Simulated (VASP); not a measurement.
# Al (I4/mmm) in VASP: notebook, part 2 of 2

VASP 6.6.1. Earlier steps stand in the parts before.

## 5. Single point, PBE (strain -0.0050 x Voigt [0, 1, 0, 0, 0, 0])

INCAR reads:

```
SYSTEM = Al
ALGO     = Fast           ! electronic algorithm
EDIFF    = 1E-7           ! SCF threshold, eV
ENCUT    = 520            ! plane-wave cutoff, eV
GGA      = PE             ! functional
ISIF     = 2              ! what is computed and relaxed
ISMEAR   = 0              ! smearing method
LASPH    = .TRUE.         ! aspherical terms in the spheres
LCHARG   = .FALSE.        ! write CHGCAR
LREAL    = .FALSE.        ! projectors in reciprocal space
LWAVE    = .FALSE.        ! write WAVECAR
NBANDS   = 8              ! bands
NELM     = 80             ! most SCF steps
PREC     = Accurate       ! precision mode
SIGMA    = 0.15           ! smearing width, eV
```

KPOINTS reads:

```
k-points
0
G
  20 20 20
  0 0 0
```

POSCAR reads:

```
Al
1.0
    0.0000000000      2.0138601000      2.0239800000
    2.0239800000      0.0000000000      2.0239800000
    2.0239800000      2.0138601000      0.0000000000
Al
1
Direct
    0.0000000000      0.0000000000      0.0000000000
```

On the command line:

```
$ cat potpaw_PBE.64/Al/POTCAR > POTCAR
$ mpirun -np 1 vasp_std > vasp.out
```

Wall time 98 s (1 thread of Intel Xeon 8259CL, shared host); peak memory 0.19 GiB.

Results (log left out):

- Free energy: -3.7477 eV
- Pressure: -0.1 GPa
- Band gap on the k mesh: zero (an odd number of electrons rules out a gap without spin polarisation)

Levels at points of the mesh, in eV from the Fermi level:
```tsv
k point	band 1	band 2	band 3	band 4	band 5
(0.00, 0.00, 0.00)	-11.18	12.56	12.56	12.61	14.06
(0.50, 0.00, 0.00)	-4.64	-4.42	11.30	11.36	11.43
(0.50, 0.50, 0.00)	-2.99	-1.68	5.23	5.56	5.60
(0.50, 0.00, 0.50)	-2.92	-1.58	5.18	5.49	5.49
```

Caveat: the cell differs from its parent crystal (strain -0.0050 x Voigt [0, 1, 0, 0, 0, 0]).

## 6. Single point, PBE (strain +0.0050 x Voigt [0, 1, 0, 0, 0, 0])

INCAR reads:

```
  PREC = Accurate
  ENCUT = 520
  EDIFF = 1E-7
  ISMEAR = 0
  SIGMA = 0.15
  LREAL = False
  LASPH = True
  NELM = 100
  ALGO = Normal
  ISIF = 2
  LWAVE = False
  LCHARG = False
  GGA = PE
  NBANDS = 8
```

KPOINTS reads:

```
Automatic mesh
0
Gamma
  20 20 20
```

POSCAR reads:

```
Al
1.0
    0.0000000000      2.0340999000      2.0239800000
    2.0239800000      0.0000000000      2.0239800000
    2.0239800000      2.0340999000      0.0000000000
Al
1
Direct
    0.0000000000      0.0000000000      0.0000000000
```

Potentials or basis: VASP PAW PBE potentials, release 64 (Al).

On the command line:

```
$ cat potpaw_PBE.64/Al/POTCAR > POTCAR
$ mpirun -np 1 vasp_std > vasp.out
```

OUTCAR:

```text
PREC = Accurate
   ENCUT = 520
   EDIFF = 1E-7
   ISMEAR = 0
   LREAL = False
   LASPH = True
   NELM = 100
   ISIF = 2
   GGA = PE

 ion  position               nearest neighbor table
   1  0.000  0.000  0.000-

  LATTYP: Found a body centered tetragonal cell.
 ALAT       =     2.8623399660
 C/A-ratio  =     1.4212846302

  Lattice vectors:

 A1 = (   0.0000000000,  -2.0340999000,   2.0239800000)
 A2 = (   0.0000000000,  -2.0340999000,  -2.0239800000)
 A3 = (   2.0239800000,   2.0340999000,   0.0000000000)

Analysis of symmetry for initial positions (statically):
=====================================================================
 Subroutine PRICEL returns:
 Original cell was already a primitive cell.

 Routine SETGRP: Setting up the symmetry group for a
 body centered tetragonal supercell.

 Subroutine GETGRP returns: Found 16 space group operations
 (whereof 16 operations were pure point group operations)
 out of a pool of 16 trial point group operations.

The static configuration has the point symmetry D_4h.

Analysis of symmetry for dynamics (positions and initial velocities):
=====================================================================
 Subroutine PRICEL returns:
 Original cell was already a primitive cell.

 Routine SETGRP: Setting up the symmetry group for a
 body centered tetragonal supercell.

 Subroutine GETGRP returns: Found 16 space group operations
 (whereof 16 operations were pure point group operations)
 out of a pool of 16 trial point group operations.

The dynamic configuration has the point symmetry D_4h.

 Subroutine INISYM returns: Found 16 space group operations
 (whereof 16 operations are pure point group operations),
 and found     1 'primitive' translations

----------------------------------------------------------------------------------------

                                     Primitive cell

  volume of cell :      16.6654

  direct lattice vectors                    reciprocal lattice vectors
     0.000000000  2.034099900  2.023980000    -0.247038014  0.245808969  0.247038014
     2.023980000  0.000000000  2.023980000     0.247038014 -0.245808969  0.247038014
     2.023980000  2.034099900  0.000000000     0.247038014  0.245808969 -0.247038014

  length of vectors
     2.869504738  2.862339966  2.869504738     0.427173981  0.427173981  0.427173981

  position of ions in fractional coordinates (direct lattice)
     0.000000000  0.000000000  0.000000000

  ion indices of the primitive-cell ions
   primitive index   ion index
                 1           1

----------------------------------------------------------------------------------------

 KPOINTS: Automatic mesh

Automatic generation of k-mesh.
 Grid dimensions read from file:
 generate k-points for:   20   20   20

 Generating k-lattice:

  Cartesian coordinates                     Fractional coordinates (reciprocal lattice)
    -0.012351901  0.012290448  0.012351901     0.050000000  0.000000000 -0.000000000
     0.012351901 -0.012290448  0.012351901     0.000000000  0.050000000  0.000000000
     0.012351901  0.012290448 -0.012351901    -0.000000000  0.000000000  0.050000000

  Length of vectors
     0.021358699  0.021358699  0.021358699

  Shift w.r.t. Gamma in fractional coordinates (k-lattice)
     0.000000000  0.000000000  0.000000000

 Subroutine IBZKPT returns following result:
 ===========================================

 Found    641 irreducible k-points:

 Following reciprocal coordinates:
            Coordinates               Weight
  0.000000  0.000000  0.000000      1.000000
  0.050000  0.000000  0.000000      8.000000
  0.100000  0.000000  0.000000      8.000000
  0.150000  0.000000  0.000000      8.000000
  0.200000  0.000000  0.000000      8.000000
  0.250000  0.000000  0.000000      8.000000
[... 16 lines left out ...]
 -0.400000  0.050000 -0.000000     16.000000
 -0.350000  0.050000 -0.000000     16.000000
 [... further k-points ...]
   k-points           NKPTS =    641   k-points in BZ     NKDIM =    641   number of bands    NBANDS=      8
   number of dos      NEDOS =    301   number of ions     NIONS =      1
   total plane-waves  NPLWV =  13824
   dimension x,y,z NGX =    24 NGY =   24 NGZ =   24
   dimension x,y,z NGXF=    48 NGYF=   48 NGZF=   48
   ions per type =               1
   NGX,Y,Z   is equivalent  to a cutoff of  13.90, 13.94, 13.90 a.u.
   NGXF,Y,Z  is equivalent  to a cutoff of  27.81, 27.88, 27.81 a.u.
 SYSTEM =  unknown system
   PREC   = accura    normal or accurate (medium, high low for compatibility)
   ISTART =      0    job   : 0-new  1-cont  2-samecut
   ICHARG =      2    charge: 1-file 2-atom 10-const
   ISPIN  =      1    spin polarized calculation?
   LNONCOLLINEAR =      F non collinear calculations
   LSORBIT =      F    spin-orbit coupling
   LASPH  =      T    aspherical Exc in radial PAW
   ENCUT  =  520.0 eV  38.22 Ry    6.18 a.u.   5.34  5.32  5.34*2*pi/ulx,y,z
   NELM   =    100;   NELMIN=  2; NELMDL= -5     # of ELM steps
   EDIFF  = 0.1E-06   stopping-criterion for ELM
   LREAL  =      F    real-space projection
   EDIFFG = 0.1E-05   stopping-criterion for IOM
   NSW    =      0    number of steps for IOM
   IBRION =     -1    ionic relax: 0-MD 1-quasi-New 2-CG
   NFREE  =      0    steps in history (QN), initial steepest desc. (CG)
   ISIF   =      2    stress and relaxation
   ISYM   =      2    0-nonsym 1-usesym 2-fastsym
   POTIM  = 0.5000    time-step for ionic-motion
   TEBEG  =    0.0;   TEEND  =   0.0 temperature during run
   PSTRESS=    0.0 pullay stress
   NELECT =       3.0000    total number of electrons
   NUPDOWN=      -1.0000    fix difference up-down
   EMIN   =  10.00;   EMAX   =-10.00  energy-range for DOS
   EFERMI =   0.00;   METHOD = LEGACY
   ISMEAR =     0;   SIGMA  =   0.15  broadening in eV -4-tet -1-fermi 0-gaus
   EFERMI_NEDOS =   21; number of points for ismear=-14 and -15
   IALGO  =     38    algorithm
   IMIX   =      4    mixing-type and parameters
     AMIX     =   0.40;   BMIX     =  1.00
     AMIX_MAG =   1.60;   BMIX_MAG =  1.00
  volume/ion in A,a.u.               =      16.67       112.46
  Fermi-wavevector in a.u.,A,eV,Ry     =   0.924365  1.746797 11.625517  0.854451
  Thomas-Fermi vector in A             =   2.050103
   LORBIT       =      0    0 simple, 1 ext, 2 COOP (PROOUT), +10 PAW based schemes
   GGA     = PE    functional components
   LHFCALC =     F    Hartree Fock is set to
   AEXX    =    0.0000 exact exchange contribution
   IVDW    =     0    specifies the selected vdW correction
   LEPSILON=     F    determine dielectric tensor
   LRPA    =     F    only Hartree local field effects (RPA)
 non-spin polarized calculation
 Gauss-broadening in eV      SIGMA  =   0.15
  energy-cutoff  :      520.00
  volume of cell :       16.67
 maximum number of plane-waves:       461
 NGX is ok and might be reduce to    24
   NGX = 11   NGY = 11   NGZ = 11

 number of electron       3.0000000 magnetization

 Free energy of the ion-electron system (eV)
  ---------------------------------------------------
  ext. energy  EPLUGINS =         0.00000000
  ---------------------------------------------------
  free energy    TOTEN  =        -3.74723767 eV

  energy without entropy =       -3.74226338  energy(sigma->0) =       -3.74475053

 E-fermi :   7.9386     XC(G=0): -10.1608

 val. band max:        7.9382492662   @ k =   0.5000  -0.3000   0.2000
 cond. band min:       7.9462921400   @ k =  -0.3500   0.3500  -0.0000
 fundamental gap:      0.0080428738
 Fermi energy:         7.9386322329

 k-point     1 :       0.0000    0.0000    0.0000
  band No.  band energies     occupation
      1      -3.1695      2.00000
      2      20.4245      0.00000
      3      20.4784      0.00000
      4      20.4784      0.00000
      5      21.8718      0.00000
      6      21.8718      0.00000
      7      21.8870      0.00000
      8      24.2899      0.00000
[... 243 lines left out ...]
 k-point    24 :      -0.3500    0.0500   -0.0000
  band No.  band energies     occupation
      1       0.4741      2.00000
      2       7.3569      2.00000
      3      17.1873      0.00000
      4      19.5732      0.00000
      5      19.7906      0.00000
      6      21.0862      0.00000
      7      22.7206      0.00000
      8      25.3465      0.00000

 [... further k-points ...]

------------------------ aborting loop because EDIFF is reached ----------------------------------------

  FORCE on cell =-STRESS in cart. coord.  units (eV):
  Direction    XX          YY          ZZ          XY          YZ          ZX
  --------------------------------------------------------------------------------------
  -------------------------------------------------------------------------------------
  Total       -0.0847720     -0.0869565     -0.0847720      0.0000000      0.0000000      0.0000000
  in kB       -8.1498231     -8.3598411     -8.1498231      0.0000000      0.0000000      0.0000000
  external PRESSURE =      -8.2198291 kB  Pullay stress =       0.0000000 kB

 VOLUME and BASIS-vectors are now :
 -----------------------------------------------------------------------------
  energy-cutoff  :      520.00
  volume of cell :       16.67
      direct lattice vectors                 reciprocal lattice vectors
     0.000000000  2.034099900  2.023980000    -0.247038014  0.245808969  0.247038014
     2.023980000  0.000000000  2.023980000     0.247038014 -0.245808969  0.247038014
     2.023980000  2.034099900  0.000000000     0.247038014  0.245808969 -0.247038014

 POSITION                                       TOTAL-FORCE (eV/Angst)
 -----------------------------------------------------------------------------------
      0.00000      0.00000      0.00000         0.000000     -0.000000      0.000000
 -----------------------------------------------------------------------------------
    total drift:                               -0.000000      0.000000      0.000000

  FREE ENERGIE OF THE ION-ELECTRON SYSTEM (eV)
  ---------------------------------------------------
  free  energy   TOTEN  =        -3.7472376741 eV

  energy  without entropy=       -3.7422633826  energy(sigma->0) =       -3.74475053
```

stdout:

```text
POSCAR found type information on POSCAR Al
 POSCAR found :  1 types and       1 ions
 scaLAPACK will be used
 LDA part: xc-table for (Slater+PW92), standard interpolation
 POSCAR, INCAR and KPOINTS ok, starting setup
 FFT: planning ... GRIDC
 FFT: planning ... GRID_SOFT
 FFT: planning ... GRID
 WAVECAR not read
 entering main loop
```

Run time: 93 s. Hardware: 1 thread of Intel Xeon 8259CL, shared host; peak memory 0.19 GiB.

What came out:

```
Free energy            : -3.7472 eV
Pressure               : -0.8 GPa
Band gap on the k mesh : zero (an odd number of electrons rules out a gap without spin polarisation)
```

Levels at points of the mesh, in eV from the Fermi level:
```tsv
k point	band 1	band 2	band 3	band 4	band 5	band 6
(0.00, 0.00, 0.00)	-11.11	12.49	12.54	12.54	13.93	13.93
(0.50, 0.00, 0.00)	-4.60	-4.41	11.20	11.32	11.32	11.43
(0.50, 0.50, 0.00)	-2.92	-1.61	5.19	5.46	5.49	8.90
(0.50, 0.00, 0.50)	-2.99	-1.71	5.25	5.57	5.57	8.99
```

Caveat: the cell differs from its parent crystal (strain +0.0050 x Voigt [0, 1, 0, 0, 0, 0]).

## 7. Overview

| cell | gap on the mesh (eV) | pressure (GPa) |
| --- | --- | --- |
| a = 2.834, b = 2.862 Å, angles 59.7, 60.7, 59.7°, 1 atom | none | 1.2 |
| a = 2.848, b = 2.862 Å, angles 59.8, 60.3, 59.8°, 1 atom | none | 0.3 |
| a = 2.841, b = 2.862 Å, angles 59.8, 60.5, 59.8°, 1 atom | none | 0.7 |
| a = 2.855, b = 2.862 Å, angles 59.9, 60.2, 59.9°, 1 atom | none | -0.1 |
| a = 2.870, b = 2.862 Å, angles 60.1, 59.8, 60.1°, 1 atom | none | -0.8 |

Alike in all rows: task single point; level PBE; potentials or basis VASP PAW PBE potentials, release 64 (Al); no spin polarisation; k mesh 20 × 20 × 20; cutoff (eV) 520; smearing gaussian 0.15 eV.

Absolute energies hang on the potentials; compare differences alone.
